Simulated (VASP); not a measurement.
Write the native input for VASP 6.6.1 that does the following.

```yaml
Task: relaxation of cell and atoms
Functional: PBE
Potentials_or_basis: VASP PAW PBE potentials, release 64 (B, N)
Cutoff: 600 eV
k_mesh: 16 × 16 × 16
Occupations: fermi-dirac, width 0.05 eV
Spin: no spin polarisation
Target_pressure: 76 GPa
Dipole_correction: no
Further_INCAR_settings: ALGO = Normal; EDIFF = 1e-07; IBRION = 2; EDIFFG = -0.005; NSW = 32; ISIF = 3
```

The structure of BN (zincblende type) lies in POSCAR:

```
BN
1.0
    0.0000000000      1.7214513251      1.7214513251
    1.7214513251      0.0000000000      1.7214513251
    1.7214513251      1.7214513251      0.0000000000
B N
1 1
Direct
    0.0000000000      0.0000000000      0.0000000000
    0.2500000000      0.2500000000      0.2500000000
```

These files were run (other wordings do the same):

INCAR

```
SYSTEM = BN
PREC = Accurate
ENCUT = 600
EDIFF = 1E-7
ISMEAR = -1
SIGMA = 0.05
LREAL = .False.
LASPH = .True.
NELM = 60
ALGO = Normal
ISIF = 3
LWAVE = .False.
LCHARG = .False.
GGA = PE
IBRION = 2
NSW = 32
EDIFFG = -0.005
PSTRESS = 760.0
```

KPOINTS

```
Automatic mesh
0
Gamma
  16 16 16
  0 0 0
```

Potentials or basis: VASP PAW PBE potentials, release 64 (B, N).

Run with:

```sh
$ cat potpaw_PBE.64/B/POTCAR potpaw_PBE.64/N/POTCAR > POTCAR
$ mpirun -np 1 vasp_std > vasp.out
```

Results of the run:

```json
{"Relaxed volume": "5.10 Å³/atom", "Relaxed cell": "a = 2.435 Å, b = 2.435 Å, c = 2.435 Å, α = 60.00°, β = 60.00°, γ = 60.00°", "Space group after relaxing (to 0.05 Å)": "F-43m (No. 216)", "Energy change on relaxing (the enthalpy is what falls)": "-1.6 meV/atom", "Ionic steps": "3", "Pressure after relaxing": "76.0 GPa", "Band gap on the k mesh": "4.60 eV, indirect (least direct gap 9.52 eV)"}
```

Caveat: the cell is relaxed towards a set pressure, so the enthalpy falls and the energy may rise.

Run time: 16 s on 1 thread of Intel(R) Xeon(R) Platinum 8488C (Sapphire Rapids) (shared host), peak memory 0.12 GiB.
